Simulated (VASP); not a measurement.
# B: single point with r2SCAN

Crystal: B.

```
CELL_PARAMETERS angstrom
1.72576 0.00000 0.00000
-0.86288 1.49455 0.00000
0.00000 0.00000 3.53782
ATOMIC_POSITIONS crystal
B 0.00000 0.00000 0.00000
```

This cell differs from its parent crystal: ratio of the length along z to the lengths across it x 0.96, volume and fractional coordinates fixed.

* Program: VASP 6.6.1
* Task: single point
* Functional: r2SCAN
* Potentials or basis: VASP PAW PBE potentials, release 64 (B)
* Cutoff: 520 eV
* k mesh: 36 × 36 × 14
* Occupations: gaussian, width 0.15 eV
* Spin: no spin polarisation
* Dipole correction: no
* Further INCAR settings: ALGO = Normal; EDIFF = 1e-06; NBANDS = 8

```
Pressure : -5.9 GPa
```

Stress tensor (GPa, compression positive):
```
-9.65  0.00  0.00
 0.00 -9.65  0.00
 0.00  0.00  1.54
```

Levels at points of the mesh, in eV from the Fermi level:
| k point | band 1 | band 2 | band 3 | band 4 | band 5 | band 6 |
| --- | --- | --- | --- | --- | --- | --- |
| (0.00, 0.00, 0.00) | -18.13 | -6.73 | 2.93 | 25.77 | 25.77 | 29.42 |
| (0.50, 0.00, 0.00) | -9.11 | 0.78 | 6.82 | 15.13 | 16.70 | 18.65 |
| (0.00, 0.00, 0.50) | -17.72 | -9.02 | 10.71 | 15.45 | 25.78 | 25.78 |
| (0.50, 0.00, 0.50) | -9.01 | 1.32 | 5.41 | 11.39 | 16.74 | 25.10 |

Run time: 3.4 min on 1 thread of Intel Xeon 6975P-C, with other jobs on the host, peak memory 0.17 GiB.

Caveat: the PAW data sets were made with another functional, which shifts forces and pressure a little.
